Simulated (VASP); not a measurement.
# WS2 in VASP: a series of runs, part 2 of 2

VASP 6.6.1. Earlier steps stand in the parts before.

## 3. Single point, PBE+D3(BJ) (layers slid over each other)

INCAR reads:

```
SYSTEM = WS2
PREC = Accurate ; ENCUT = 520
EDIFF = 1E-7 ; ISMEAR = 0
SIGMA = 0.05 ; LREAL = .False.
LASPH = .True. ; NELM = 80
ALGO = Normal ; ISIF = 2
LWAVE = .False. ; LCHARG = .False.
LDIPOL = .True. ; IDIPOL = 3
DIPOL = 0.5 0.5 0.394 ; GGA = PE
IVDW = 12 ; NBANDS = 35
```

KPOINTS reads:

```
regular mesh
0
Gamma
  9 9 1
  0 0 0
```

POSCAR reads:

```
WS2
1.0
    3.1595457497      0.0000000000      0.0000000000
   -1.5797728749      2.7362468836      0.0000000000
    0.0000000000      0.0000000000     23.8042575719
S W
4 2
Direct
    0.3333333333      0.6666666667      0.1890418126
    0.3333333333      0.6666666667      0.3214605103
    0.6666666667      0.6666666667      0.4668126596
    0.6666666667      0.6666666667      0.5992313572
    0.6666666667      0.3333333333      0.2552511581
    1.0000000000      0.3333333333      0.5330220050
```

Potentials or basis: VASP PAW PBE potentials, release 64 (S, W_sv).

Launch:

```bash
> cat potpaw_PBE.64/S/POTCAR potpaw_PBE.64/W_sv/POTCAR > POTCAR
> mpirun -np 1 vasp_std > vasp.out
```

OUTCAR:

```text
SYSTEM = WS2
   PREC = Accurate
   ENCUT = 520
   EDIFF = 1E-7
   ISMEAR = 0
   LREAL = .False.
   LASPH = .True.
   NELM = 80
   ISIF = 2
   GGA = PE
   IVDW = 12
 IVDW          = 12

 ion  position               nearest neighbor table
   1  0.333  0.667  0.189-   5 2.41   5 2.41   5 2.41
   2  0.333  0.667  0.321-   5 2.41   5 2.41   5 2.41
   3  0.667  0.667  0.467-   6 2.41   6 2.41   6 2.41
   4  0.667  0.667  0.599-   6 2.41   6 2.41   6 2.41
   5  0.667  0.333  0.255-   1 2.41   1 2.41   1 2.41   2 2.41   2 2.41   2 2.41
   6  0.000  0.333  0.533-   3 2.41   3 2.41   3 2.41   4 2.41   4 2.41   4 2.41

  LATTYP: Found a hexagonal cell.
 ALAT       =     3.1595457497
 C/A-ratio  =     7.5340759266

  Lattice vectors:

 A1 = (   3.1595457497,   0.0000000000,   0.0000000000)
 A2 = (  -1.5797728749,   2.7362468836,   0.0000000000)
 A3 = (   0.0000000000,   0.0000000000,  23.8042575719)

Analysis of symmetry for initial positions (statically):
=====================================================================
 Subroutine PRICEL returns:
 Original cell was already a primitive cell.

 Routine SETGRP: Setting up the symmetry group for a
 hexagonal supercell.

 Subroutine GETGRP returns: Found  2 space group operations
 (whereof  1 operations were pure point group operations)
 out of a pool of 24 trial point group operations.

The static configuration has the point symmetry C_1 .
 The point group associated with its full space group is C_2 .

Analysis of symmetry for dynamics (positions and initial velocities):
=====================================================================
 Subroutine PRICEL returns:
 Original cell was already a primitive cell.

 Routine SETGRP: Setting up the symmetry group for a
 hexagonal supercell.

 Subroutine GETGRP returns: Found  2 space group operations
 (whereof  1 operations were pure point group operations)
 out of a pool of 24 trial point group operations.

The dynamic configuration has the point symmetry C_1 .
 The point group associated with its full space group is C_2 .

[... 135 lines left out ...]
   LRPA    =     F    only Hartree local field effects (RPA)
 non-spin polarized calculation
 Gauss-broadening in eV      SIGMA  =   0.05
  energy-cutoff  :      520.00
  volume of cell :      205.79
 maximum number of plane-waves:      5566
   NGX = 11   NGY = 11   NGZ = 89

 dipolmoment           0.000000      0.000000      0.000042 electrons x Angstroem

 number of electron      51.9999994 magnetization

 dipolmoment           0.000000      0.000000     -0.000004 electrons x Angstroem

 Free energy of the ion-electron system (eV)
  ---------------------------------------------------
  ext. energy  EPLUGINS =         0.00000000
  ---------------------------------------------------
  free energy    TOTEN  =       -47.31026868 eV

  energy without entropy =      -47.31026868  energy(sigma->0) =      -47.31026868

 E-fermi :   1.3503     XC(G=0):  -6.1603

 val. band max:        0.9874454680   @ k =   0.0000   0.0000   0.0000
 cond. band min:       2.7364912411   @ k =   0.3333   0.3333   0.0000
 fundamental gap:      1.7490457731
 Fermi energy:         1.3503116162

 k-point     1 :       0.0000    0.0000    0.0000
  band No.  band energies     occupation
      1     -73.1931      2.00000
      2     -73.1931      2.00000
      3     -37.4454      2.00000
      4     -37.4454      2.00000
      5     -37.2705      2.00000
      6     -37.2705      2.00000
[... 901 lines left out ...]
     34       6.0980      0.00000
     35       6.9797      0.00000

 [... further k-points ...]

------------------------ aborting loop because EDIFF is reached ----------------------------------------

 vacuum level on the upper side and lower side of the slab       (xc-potential included)        -0.095        -0.096

 Edisp (eV)   -2.11139

 E8    (eV) :    -0.9168

  FORCE on cell =-STRESS in cart. coord.  units (eV):
  Direction    XX          YY          ZZ          XY          YZ          ZX
  --------------------------------------------------------------------------------------
  -------------------------------------------------------------------------------------
  Total      -0.18483    -0.24887    -0.50559     0.00000     0.00000     0.13943
  in kB      -1.43897    -1.93757    -3.93620     0.00000     0.00000     1.08552
  external pressure =       -2.44 kB  Pullay stress =        0.00 kB

 VOLUME and BASIS-vectors are now :
 -----------------------------------------------------------------------------
  energy-cutoff  :      520.00
  volume of cell :      205.79
      direct lattice vectors                 reciprocal lattice vectors
     3.159545750  0.000000000  0.000000000     0.316501193  0.182732049  0.000000000
    -1.579772875  2.736246884  0.000000000     0.000000000  0.365464098  0.000000000
     0.000000000  0.000000000 23.804257572     0.000000000  0.000000000  0.042009292

 POSITION                                       TOTAL-FORCE (eV/Angst)
 -----------------------------------------------------------------------------------
     -0.00000      1.82416      4.50000         0.000268     -0.000972      0.004264
     -0.00000      1.82416      7.65213        -0.029322      0.001112      0.029028
      1.05318      1.82416     11.11213         0.029322      0.001112     -0.029028
      1.05318      1.82416     14.26426        -0.000268     -0.000972     -0.004264
      1.57977      0.91208      6.07606        -0.006046     -0.000140      0.042836
     -0.52659      0.91208     12.68819         0.006046     -0.000140     -0.042836
 -----------------------------------------------------------------------------------
    total drift:                                0.000001      0.000068     -0.000443

  FREE ENERGIE OF THE ION-ELECTRON SYSTEM (eV)
  ---------------------------------------------------
  free  energy   TOTEN  =       -49.4216631853 eV

  energy  without entropy=      -49.4216631853  energy(sigma->0) =      -49.42166319

 vacuum level on the upper side and lower side of the slab         6.384         6.384
```

OSZICAR:

```text
N       E                     dE             d eps       ncg     rms          rms(c)
DAV:   1     0.487443789861E+03    0.48744E+03   -0.27698E+04  2022   0.132E+03
DAV:   2    -0.162835227595E+02   -0.50373E+03   -0.48895E+03  2174   0.344E+02
DAV:   3    -0.490238682791E+02   -0.32740E+02   -0.32333E+02  2212   0.859E+01
[... 17 lines left out ...]
DAV:  21    -0.473102667162E+02   -0.81790E-05   -0.57363E-07  1699   0.206E-03    0.180E-03
DAV:  22    -0.473102682459E+02   -0.15296E-05   -0.64501E-08  1483   0.922E-04    0.145E-03
DAV:  23    -0.473102684393E+02   -0.19343E-06   -0.11406E-08  1240   0.476E-04    0.716E-04
DAV:  24    -0.473102686583E+02   -0.21901E-06   -0.12399E-08  1226   0.431E-04    0.261E-04
DAV:  25    -0.473102686781E+02   -0.19805E-07   -0.21379E-09  1070   0.221E-04
   1 F= -.49421663E+02 E0= -.49421663E+02  d E =-.465767E-26
```

stdout:

```text
POSCAR found type information on POSCAR S W
 POSCAR found :  2 types and       6 ions
 scaLAPACK will be used
 LDA part: xc-table for (Slater+PW92), standard interpolation
 POSCAR, INCAR and KPOINTS ok, starting setup
 FFT: planning ... GRIDC
 FFT: planning ... GRID_SOFT
 FFT: planning ... GRID
 WAVECAR not read
 entering main loop
```

Wall time 3.7 min (1 thread of Intel Xeon Platinum 8259CL at 2.50GHz (Skylake/Cascade Lake), shared host); peak memory 0.39 GiB.

What came out:

| Quantity | Value |
| --- | --- |
| Free energy | -49.4217 eV |
| Largest force | 0.043 eV/Å |
| Band gap on the k mesh | 1.75 eV (least direct gap 1.91 eV) |
| Dispersion energy per atom | -0.352 eV |

Forces on the atoms (eV/Å):
```
S    0.000 -0.001  0.004
S   -0.029  0.001  0.029
S    0.029  0.001 -0.029
S    0.000 -0.001 -0.004
W   -0.006  0.000  0.043
W    0.006  0.000 -0.043
```

Levels at points of the mesh, in eV from the valence-band top:
| k point | band 23 | band 24 | band 25 | band 26 | band 27 | band 28 | band 29 | band 30 |
| --- | --- | --- | --- | --- | --- | --- | --- | --- |
| (0.00, 0.00, 0.00) | -1.74 | -1.74 | -0.49 | 0.00 | 2.75 | 2.75 | 2.77 | 2.77 |

Caveat: the cell differs from its parent crystal (layers slid over each other); spin-orbit coupling is left out, which moves the levels of the heavy elements.

## 4. Single point, PBE+D3(BJ) (layers slid over each other)

INCAR reads:

```
ALGO = Normal
DIPOL = 0.5 0.5 0.408
EDIFF = 1E-6
ENCUT = 520
GGA = PE
IDIPOL = 3
ISIF = 2
ISMEAR = 0
IVDW = 12
LASPH = True
LCHARG = False
LDIPOL = True
LREAL = False
LWAVE = False
NBANDS = 35
NELM = 80
PREC = Accurate
SIGMA = 0.05
```

KPOINTS reads:

```
k-points
0
Gamma
  9 9 1
```

POSCAR reads:

```
WS2
1.0
    3.1595457497      0.0000000000      0.0000000000
   -1.5797728749      2.7362468836      0.0000000000
    0.0000000000      0.0000000000     23.8042575719
S W
4 2
Direct
    0.3333333333      0.6666666667      0.1890418126
    0.3333333333      0.6666666667      0.3214605103
    0.6666666667      0.6666666667      0.4953789779
    0.6666666667      0.6666666667      0.6277976756
    0.6666666667      0.3333333333      0.2552511581
    1.0000000000      0.3333333333      0.5615883234
```

Launch:

```bash
> cat potpaw_PBE.64/S/POTCAR potpaw_PBE.64/W_sv/POTCAR > POTCAR
> mpirun -np 1 vasp_std > vasp.out
```

It took 91 s on 1 thread of Intel Xeon 6975P-C (Granite Rapids), shared host; peak memory 0.38 GiB.

The run converged. Its results:

| Item | Value |
| --- | --- |
| Free energy | -49.3539 eV |
| Largest force | 0.064 eV/Å |
| Band gap on the k mesh | 1.92 eV |
| Dispersion energy per atom | -0.336 eV |

Forces on the atoms (eV/Å):
```
S    0.000  0.000  0.002
S   -0.003  0.000  0.064
S    0.003  0.000 -0.064
S    0.000  0.000 -0.002
W   -0.001  0.000  0.032
W    0.001  0.000 -0.032
```

Levels at points of the mesh, in eV from the valence-band top:
| k point | band 24 | band 25 | band 26 | band 27 | band 28 | band 29 |
| --- | --- | --- | --- | --- | --- | --- |
| (0.00, 0.00, 0.00) | -1.57 | -0.25 | 0.00 | 2.93 | 2.93 | 2.93 |

Caveat: the cell differs from its parent crystal (layers slid over each other); spin-orbit coupling is left out, which moves the levels of the heavy elements.

## 5. Overview

| cell | gap on the mesh (eV) | largest force (eV/Å) |
| --- | --- | --- |
| as given, atomic positions A | 1.40 | 0.27 |
| as given, atomic positions B | 1.75 | 0.04 |
| as given, atomic positions C | 1.92 | 0.06 |

Alike in all rows: task single point; level PBE+D3(BJ); potentials or basis VASP PAW PBE potentials, release 64 (S, W_sv); no spin polarisation; k mesh 9 × 9 × 1; cutoff (eV) 520; smearing gaussian 0.05 eV.

Caveats: spin-orbit coupling is left out, which moves the levels of the heavy elements.

Total energies depend on the potentials used, so only differences within one code and one set of settings carry meaning.
